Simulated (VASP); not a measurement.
# BiTe (I4/mmm) in VASP: notebook

The runs below take BiTe through single point, with PBEsol.

Program: VASP 6.6.1. These are calculated values, not measurements. Logs are shortened: lines on timing, memory, paths and dates and some standing lists are left out, and cuts for length are marked.

### 1 The cell of the first run

The structure is tetragonal, space group I4/mmm (No. 139). The conventional cell has a = 4.712 Å, b = 4.712 Å, c = 6.276 Å, α = 90.00°, β = 90.00°, γ = 90.00°. Bi (site symmetry 4/mmm) has 6 Te at 3.14 to 3.33 Å within 4.1 Å. Te (site symmetry 4/mmm) has 6 Bi at 3.14 to 3.33 Å within 4.1 Å.

### 2 Single point, PBEsol (strain +0.030 along x and y, -0.030 along z)

The input, INCAR:

```
SYSTEM = BiTe
PREC     = Accurate       ! precision mode
ENCUT    = 520            ! plane-wave cutoff, eV
EDIFF    = 1E-6           ! SCF threshold, eV
ISMEAR   = 0              ! smearing method
SIGMA    = 0.15           ! smearing width, eV
LREAL    = .FALSE.        ! projectors in reciprocal space
LASPH    = .TRUE.         ! aspherical terms in the spheres
NELM     = 80             ! most SCF steps
ALGO     = Normal         ! electronic algorithm
ISIF     = 2              ! what is computed and relaxed
LWAVE    = .FALSE.        ! write WAVECAR
LCHARG   = .FALSE.        ! write CHGCAR
GGA      = PS             ! functional
NBANDS   = 18             ! bands
```

The input, KPOINTS:

```
Automatic mesh
0
G
  14 14 14
  0 0 0
```

The input, POSCAR:

```
BiTe
1.0
    0.0000000000      3.3320500000      3.1379500000
    3.3320500000      0.0000000000      3.1379500000
    3.3320500000      3.3320500000      0.0000000000
Bi Te
1 1
Direct
    0.0000000000      0.0000000000      0.0000000000
    0.5000000000      0.5000000000      0.5000000000
```

Potentials or basis: VASP PAW PBE potentials, release 64 (Bi_d, Te).

The run is started by

```console
$ cat potpaw_PBE.64/Bi_d/POTCAR potpaw_PBE.64/Te/POTCAR > POTCAR
$ mpirun -np 1 vasp_std > vasp.out
```

OUTCAR:

```text
SYSTEM = BiTe
   PREC = Accurate
   ENCUT = 520
   EDIFF = 1E-6
   ISMEAR = 0
   LREAL = .FALSE.
   LASPH = .TRUE.
   NELM = 80
   ISIF = 2
   GGA = PS

 ion  position               nearest neighbor table
   1  0.000  0.000  0.000-   2 3.14   2 3.14   2 3.33   2 3.33   2 3.33   2 3.33
   2  0.500  0.500  0.500-   1 3.14   1 3.14   1 3.33   1 3.33   1 3.33   1 3.33

  LATTYP: Found a body centered tetragonal cell.
 ALAT       =     4.7122303005
 C/A-ratio  =     1.3318321898

  Lattice vectors:

 A1 = (   0.0000000000,  -3.3320500000,  -3.1379500000)
 A2 = (   0.0000000000,   3.3320500000,  -3.1379500000)
 A3 = (   3.3320500000,   0.0000000000,   3.1379500000)

Analysis of symmetry for initial positions (statically):
=====================================================================
 Subroutine PRICEL returns:
 Original cell was already a primitive cell.

 Routine SETGRP: Setting up the symmetry group for a
 body centered tetragonal supercell.

 Subroutine GETGRP returns: Found 16 space group operations
 (whereof 16 operations were pure point group operations)
 out of a pool of 16 trial point group operations.

The static configuration has the point symmetry D_4h.

Analysis of symmetry for dynamics (positions and initial velocities):
=====================================================================
 Subroutine PRICEL returns:
 Original cell was already a primitive cell.

 Routine SETGRP: Setting up the symmetry group for a
 body centered tetragonal supercell.

 Subroutine GETGRP returns: Found 16 space group operations
 (whereof 16 operations were pure point group operations)
 out of a pool of 16 trial point group operations.

The dynamic configuration has the point symmetry D_4h.

 Subroutine INISYM returns: Found 16 space group operations
 (whereof 16 operations are pure point group operations),
 and found     1 'primitive' translations

----------------------------------------------------------------------------------------

                                     Primitive cell

  volume of cell :      69.6785

  direct lattice vectors                    reciprocal lattice vectors
     0.000000000  3.332050000  3.137950000    -0.150057772  0.150057772  0.159339696
     3.332050000  0.000000000  3.137950000     0.150057772 -0.150057772  0.159339696
     3.332050000  3.332050000  0.000000000     0.150057772  0.150057772 -0.159339696

  length of vectors
     4.577039153  4.577039153  4.712230301     0.265374846  0.265374846  0.265374846

  position of ions in fractional coordinates (direct lattice)
     0.000000000  0.000000000  0.000000000
     0.500000000  0.500000000  0.500000000

  ion indices of the primitive-cell ions
   primitive index   ion index
                 1           1
                 2           2

----------------------------------------------------------------------------------------

 KPOINTS: Automatic mesh

Automatic generation of k-mesh.
 Grid dimensions read from file:
 generate k-points for:   14   14   14

 Generating k-lattice:

  Cartesian coordinates                     Fractional coordinates (reciprocal lattice)
    -0.010718412  0.010718412  0.011381407     0.071428571  0.000000000  0.000000000
     0.010718412 -0.010718412  0.011381407     0.000000000  0.071428571  0.000000000
     0.010718412  0.010718412 -0.011381407    -0.000000000 -0.000000000  0.071428571

  Length of vectors
     0.018955346  0.018955346  0.018955346

  Shift w.r.t. Gamma in fractional coordinates (k-lattice)
     0.000000000  0.000000000  0.000000000

 Subroutine IBZKPT returns following result:
 ===========================================

 Found    244 irreducible k-points:

 Following reciprocal coordinates:
            Coordinates               Weight
  0.000000  0.000000  0.000000      1.000000
  0.071429  0.000000  0.000000      8.000000
  0.142857  0.000000  0.000000      8.000000
  0.214286  0.000000  0.000000      8.000000
  0.285714  0.000000  0.000000      8.000000
  0.357143 -0.000000  0.000000      8.000000
[... 16 lines left out ...]
  0.214286  0.142857  0.000000      8.000000
  0.285714  0.142857  0.000000      8.000000
 [... further k-points ...]
   k-points           NKPTS =    244   k-points in BZ     NKDIM =    244   number of bands    NBANDS=     18
   number of dos      NEDOS =    301   number of ions     NIONS =      2
   total plane-waves  NPLWV =  46656
   dimension x,y,z NGX =    36 NGY =   36 NGZ =   36
   dimension x,y,z NGXF=    72 NGYF=   72 NGZF=   72
   ions per type =               1   1
   NGX,Y,Z   is equivalent  to a cutoff of  13.08, 13.08, 12.70 a.u.
   NGXF,Y,Z  is equivalent  to a cutoff of  26.15, 26.15, 25.40 a.u.
 SYSTEM =  BiTe
   PREC   = accura    normal or accurate (medium, high low for compatibility)
   ISTART =      0    job   : 0-new  1-cont  2-samecut
   ICHARG =      2    charge: 1-file 2-atom 10-const
   ISPIN  =      1    spin polarized calculation?
   LNONCOLLINEAR =      F non collinear calculations
   LSORBIT =      F    spin-orbit coupling
   LASPH  =      T    aspherical Exc in radial PAW
   ENCUT  =  520.0 eV  38.22 Ry    6.18 a.u.   8.51  8.51  8.76*2*pi/ulx,y,z
   NELM   =     80;   NELMIN=  2; NELMDL= -5     # of ELM steps
   EDIFF  = 0.1E-05   stopping-criterion for ELM
   LREAL  =      F    real-space projection
   EDIFFG = 0.1E-04   stopping-criterion for IOM
   NSW    =      0    number of steps for IOM
   IBRION =     -1    ionic relax: 0-MD 1-quasi-New 2-CG
   NFREE  =      0    steps in history (QN), initial steepest desc. (CG)
   ISIF   =      2    stress and relaxation
   ISYM   =      2    0-nonsym 1-usesym 2-fastsym
   POTIM  = 0.5000    time-step for ionic-motion
   TEBEG  =    0.0;   TEEND  =   0.0 temperature during run
   PSTRESS=    0.0 pullay stress
   NELECT =      21.0000    total number of electrons
   NUPDOWN=      -1.0000    fix difference up-down
   EMIN   =  10.00;   EMAX   =-10.00  energy-range for DOS
   EFERMI =   0.00;   METHOD = LEGACY
   ISMEAR =     0;   SIGMA  =   0.15  broadening in eV -4-tet -1-fermi 0-gaus
   EFERMI_NEDOS =   21; number of points for ismear=-14 and -15
   IALGO  =     38    algorithm
   IMIX   =      4    mixing-type and parameters
     AMIX     =   0.40;   BMIX     =  1.00
     AMIX_MAG =   1.60;   BMIX_MAG =  1.00
  volume/ion in A,a.u.               =      34.84       235.11
  Fermi-wavevector in a.u.,A,eV,Ry     =   1.097610  2.074183 16.391603  1.204749
  Thomas-Fermi vector in A             =   2.233974
   LORBIT       =      0    0 simple, 1 ext, 2 COOP (PROOUT), +10 PAW based schemes
   GGA     = PS    functional components
   LHFCALC =     F    Hartree Fock is set to
   AEXX    =    0.0000 exact exchange contribution
   IVDW    =     0    specifies the selected vdW correction
   LEPSILON=     F    determine dielectric tensor
   LRPA    =     F    only Hartree local field effects (RPA)
 non-spin polarized calculation
 Gauss-broadening in eV      SIGMA  =   0.15
  energy-cutoff  :      520.00
  volume of cell :       69.68
 maximum number of plane-waves:      1902
 NGX is ok and might be reduce to    36
   NGX = 17   NGY = 17   NGZ = 17

 number of electron      20.9999997 magnetization

 Free energy of the ion-electron system (eV)
  ---------------------------------------------------
  ext. energy  EPLUGINS =         0.00000000
  ---------------------------------------------------
  free energy    TOTEN  =        -7.91431768 eV

  energy without entropy =       -7.89767539  energy(sigma->0) =       -7.90599654

 E-fermi :   6.1390     XC(G=0):  -9.4635

 val. band max:        6.1346247625   @ k =   0.2857   0.0714   0.0000
 cond. band min:       6.1422652857   @ k =  -0.2857   0.2143   0.0000
 fundamental gap:      0.0076405232
 Fermi energy:         6.1389504925

 k-point     1 :       0.0000    0.0000    0.0000
  band No.  band energies     occupation
      1     -16.9364      2.00000
      2     -16.9205      2.00000
      3     -16.9205      2.00000
      4     -16.8950      2.00000
      5     -16.8925      2.00000
      6      -7.2242      2.00000
[... 10 lines left out ...]
     17      11.6466      0.00000
     18      12.4121      0.00000

 k-point     2 :       0.0714    0.0000    0.0000
  band No.  band energies     occupation
      1     -16.9367      2.00000
      2     -16.9203      2.00000
      3     -16.9202      2.00000
      4     -16.8950      2.00000
      5     -16.8924      2.00000
      6      -7.1802      2.00000
[... 10 lines left out ...]
     17      11.9446      0.00000
     18      12.6545      0.00000

 k-point     3 :       0.1429    0.0000    0.0000
  band No.  band energies     occupation
      1     -16.9372      2.00000
      2     -16.9198      2.00000
      3     -16.9195      2.00000
      4     -16.8951      2.00000
      5     -16.8921      2.00000
      6      -7.0488      2.00000
[... 10 lines left out ...]
     17      12.6919      0.00000
     18      13.3022      0.00000

 k-point     4 :       0.2143    0.0000    0.0000
  band No.  band energies     occupation
      1     -16.9381      2.00000
      2     -16.9190      2.00000
      3     -16.9186      2.00000
      4     -16.8951      2.00000
      5     -16.8916      2.00000
      6      -6.8318      2.00000
[... 10 lines left out ...]
     17      13.6640      0.00000
     18      14.2156      0.00000

 k-point     5 :       0.2857    0.0000    0.0000
  band No.  band energies     occupation
      1     -16.9391      2.00000
      2     -16.9182      2.00000
      3     -16.9178      2.00000
      4     -16.8949      2.00000
      5     -16.8911      2.00000
      6      -6.5329      2.00000
[... 10 lines left out ...]
     17      14.6480      0.00000
     18      15.2881      0.00000

 k-point     6 :       0.3571   -0.0000    0.0000
  band No.  band energies     occupation
      1     -16.9401      2.00000
      2     -16.9174      2.00000
      3     -16.9171      2.00000
      4     -16.8947      2.00000
      5     -16.8906      2.00000
      6      -6.1582      2.00000
[... 10 lines left out ...]
     17      15.0943      0.00000
     18      16.3754      0.00000

 k-point     7 :       0.4286    0.0000    0.0000
  band No.  band energies     occupation
      1     -16.9407      2.00000
      2     -16.9169      2.00000
      3     -16.9167      2.00000
      4     -16.8944      2.00000
      5     -16.8903      2.00000
      6      -5.7195      2.00000
[... 10 lines left out ...]
     17      14.5199      0.00000
     18      15.9164      0.00000

 k-point     8 :       0.5000    0.0000    0.0000
  band No.  band energies     occupation
      1     -16.9409      2.00000
      2     -16.9167      2.00000
      3     -16.9165      2.00000
      4     -16.8943      2.00000
      5     -16.8902      2.00000
      6      -5.3359      2.00000
[... 10 lines left out ...]
     17      14.4905      0.00000
     18      15.2201      0.00000
[... 229 lines left out ...]
     17      14.4712      0.00000
     18      14.9977      0.00000

 k-point    20 :      -0.1429    0.0714    0.0000
  band No.  band energies     occupation
      1     -16.9373      2.00000
      2     -16.9198      2.00000
      3     -16.9192      2.00000
      4     -16.8956      2.00000
      5     -16.8914      2.00000
      6      -6.9683      2.00000
[... 10 lines left out ...]
     17      13.5058      0.00000
     18      14.1037      0.00000

 k-point    21 :      -0.0714    0.0714    0.0000
  band No.  band energies     occupation
      1     -16.9367      2.00000
      2     -16.9202      2.00000
      3     -16.9200      2.00000
      4     -16.8954      2.00000
      5     -16.8919      2.00000
      6      -7.1174      2.00000
[... 10 lines left out ...]
     17      12.6022      0.00000
     18      13.2411      0.00000

 k-point    22 :       0.1429    0.1429    0.0000
  band No.  band energies     occupation
      1     -16.9387      2.00000
      2     -16.9186      2.00000
      3     -16.9186      2.00000
      4     -16.8940      2.00000
      5     -16.8932      2.00000
      6      -6.9520      2.00000
[... 10 lines left out ...]
     17      11.9435      0.00000
     18      12.6527      0.00000

 k-point    23 :       0.2143    0.1429    0.0000
  band No.  band energies     occupation
      1     -16.9399      2.00000
      2     -16.9177      2.00000
      3     -16.9176      2.00000
      4     -16.8936      2.00000
      5     -16.8934      2.00000
      6      -6.7753      2.00000
[... 10 lines left out ...]
     17      12.4215      0.00000
     18      13.0217      0.00000

 k-point    24 :       0.2857    0.1429    0.0000
  band No.  band energies     occupation
      1     -16.9411      2.00000
      2     -16.9167      2.00000
      3     -16.9166      2.00000
      4     -16.8933      2.00000
      5     -16.8932      2.00000
      6      -6.5165      2.00000
[... 10 lines left out ...]
     17      13.2424      0.00000
     18      13.7911      0.00000

 [... further k-points ...]

------------------------ aborting loop because EDIFF is reached ----------------------------------------

  FORCE on cell =-STRESS in cart. coord.  units (eV):
  Direction    XX          YY          ZZ          XY          YZ          ZX
  --------------------------------------------------------------------------------------
  -------------------------------------------------------------------------------------
  Total       -1.8206647     -1.8206647      0.1960706      0.0000000      0.0000000     -0.0000000
  in kB      -41.8640769    -41.8640769      4.5084161      0.0000000      0.0000000     -0.0000000
  external PRESSURE =     -26.4065793 kB  Pullay stress =       0.0000000 kB

 VOLUME and BASIS-vectors are now :
 -----------------------------------------------------------------------------
  energy-cutoff  :      520.00
  volume of cell :       69.68
      direct lattice vectors                 reciprocal lattice vectors
     0.000000000  3.332050000  3.137950000    -0.150057772  0.150057772  0.159339696
     3.332050000  0.000000000  3.137950000     0.150057772 -0.150057772  0.159339696
     3.332050000  3.332050000  0.000000000     0.150057772  0.150057772 -0.159339696

 POSITION                                       TOTAL-FORCE (eV/Angst)
 -----------------------------------------------------------------------------------
      0.00000      0.00000      0.00000         0.000000      0.000000      0.000000
      3.33205      3.33205      3.13795        -0.000000      0.000000      0.000000
 -----------------------------------------------------------------------------------
    total drift:                               -0.000000      0.000000      0.000000

  FREE ENERGIE OF THE ION-ELECTRON SYSTEM (eV)
  ---------------------------------------------------
  free  energy   TOTEN  =        -7.9143176847 eV

  energy  without entropy=       -7.8976753949  energy(sigma->0) =       -7.90599654
```

It took 94 s on 1 thread of Intel Xeon 6975P-C (Granite Rapids), shared host; peak memory 0.43 GiB.

What came out:

```yaml
Free_energy: -7.9143 eV
Pressure: -2.6 GPa
Band_gap_on_the_k_mesh: zero (an odd number of electrons rules out a gap without spin polarisation)
```

Stress tensor (GPa, compression positive):
```
-4.19  0.00  0.00
 0.00 -4.19  0.00
 0.00  0.00  0.45
```

Caveat: the cell differs from its parent crystal (strain +0.030 along x and y, -0.030 along z); the PAW data sets were made with another functional, which shifts forces and pressure a little; spin-orbit coupling is left out, which moves the levels of the heavy elements.

(Continued in part 2 of 2.)
